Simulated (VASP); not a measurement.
## Al9H: single point with PBE

The system is Al9H, a slab with vacuum.

```xyz
10
Lattice="2.8543 0.0000 0.0000 -1.4272 9.7033 0.0000 0.0000 0.0000 21.7903" Properties=species:S:1:pos:R:3 pbc="T T T"
Al    1.4272    0.6297    4.0000
Al    1.4272    3.3179    4.9960
Al    0.0000    5.7962    5.1952
Al    1.4272    8.2746    5.3944
Al    0.0003    1.2395    6.4001
Al   -0.0073    3.9228    7.5233
Al    1.4243    6.4014    7.6799
Al   -0.0084    8.8410    7.8611
Al    1.4323    1.7608    8.7903
H     1.4323    1.7608   10.4603
```

```json
{
  "Program": "VASP 6.6.1",
  "Task": "single point",
  "Functional": "PBE",
  "Potentials or basis": "VASP PAW PBE potentials, release 64 (Al, H)",
  "Cutoff": "520 eV",
  "k mesh": "9 × 3 × 1",
  "Occupations": "gaussian, width 0.1 eV",
  "Spin": "no spin polarisation"
}
```

```json
{
  "Largest force": "0.708 eV/Å",
  "Band gap on the k mesh": "zero (band 14 reaches -0.95 eV, above the bottom of band 15 at -1.61 eV)"
}
```

Forces in eV/Å, atoms in the order of the input:
```
Al   0.007  0.146 -0.050
Al   0.010  0.058  0.036
Al  -0.013  0.005  0.010
Al   0.001 -0.146 -0.141
Al  -0.004  0.055  0.219
Al   0.007  0.024  0.042
Al   0.002 -0.114  0.016
Al   0.001 -0.177  0.024
Al  -0.007  0.197  0.550
H   -0.004 -0.049 -0.707
```

Levels at points of the mesh, in eV from the Fermi level:
```tsv
k point	band 11	band 12	band 13	band 14	band 15	band 16	band 17	band 18
(0.00, 0.00, 0.00)	-2.06	-1.85	-1.44	-1.13	-0.11	1.91	1.99	2.27
```

It took 5.4 min on 1 thread of Intel(R) Xeon(R) Platinum 8488C (Sapphire Rapids), on a shared host, peak memory 0.68 GiB.
